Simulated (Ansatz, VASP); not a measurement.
MgO: VASP beside Ansatz

Contents of INCAR:

```
SYSTEM = MgO
ALGO = Normal ; EDIFF = 1E-7
ENCUT = 520 ; GGA = PE
ISIF = 2 ; ISMEAR = 0
LASPH = .TRUE. ; LCHARG = .FALSE.
LREAL = .FALSE. ; LWAVE = .FALSE.
NBANDS = 16 ; NELM = 60
PREC = Accurate ; SIGMA = 0.05
```

The input KPOINTS:

```
k-points
0
G
  9 9 6
  0 0 0
```

The input POSCAR:

```
MgO
1.0
    3.4509000000      0.0000000000      0.0000000000
   -1.7254500000      2.9885670659      0.0000000000
    0.0000000000      0.0000000000      4.3242000000
Mg O
2 2
Direct
    0.6666666667      0.3333333333      0.7500000000
    0.3333333333      0.6666666667      0.2500000000
    0.6666666667      0.3333333333      0.2500000000
    0.3333333333      0.6666666667      0.7500000000
```

Input for Ansatz:

```yaml
crystal:
  lattice:
    - [3.4509, 0.0, 0.0]
    - [-1.72545, 2.9885670659, 0.0]
    - [0.0, 0.0, 4.3242]
  atoms:
    - { symbol: Mg, position: [0.6666666667, 0.3333333333, 0.75] }
    - { symbol: Mg, position: [0.3333333333, 0.6666666667, 0.25] }
    - { symbol: O, position: [0.6666666667, 0.3333333333, 0.25] }
    - { symbol: O, position: [0.3333333333, 0.6666666667, 0.75] }
basis:
  ecutwfc: 520.0
kpoints:
  mp_grid: { grid: [9, 9, 6] }
hamiltonian:
  xc: pbe
  pseudopotentials: { kind: paw, azcp: { folder: soft_1 } }
scf:
  occupations: { method: gaussian, width: 0.05 }
output:
  forces: true
  stress: true
  eigenvalues: true
```

Alike in both runs: task single point; functional PBE; k mesh 9 × 9 × 6; occupations gaussian, width 0.05 eV; no spin polarisation.

```csv
,VASP,Ansatz
version,VASP 6.6.1,Ansatz 0.2.0
potentials or method,"VASP PAW PBE potentials, release 64 (Mg, O), cutoff 520 eV","scalar-relativistic, plane waves, PAW"
valence electrons in the cell,16,32
```

Ansatz gave:

- gap on the k mesh at the Fermi level (eV): 3.33
- least direct gap on the mesh (eV): 3.33
- pressure (GPa): 2.9
- traceless stress, the component that is largest in VASP (GPa): -4.18

Problem. What did VASP give for the same quantities?

Solution. gap on the k mesh at the Fermi level (eV): 3.31; least direct gap on the mesh (eV): 3.31; pressure (GPa): 2.3; traceless stress, the component that is largest in VASP (GPa): -4.33.

VASP's potentials hold 16 valence electrons a cell and Ansatz's 32, so a difference there can come from the potentials and not from the codes.
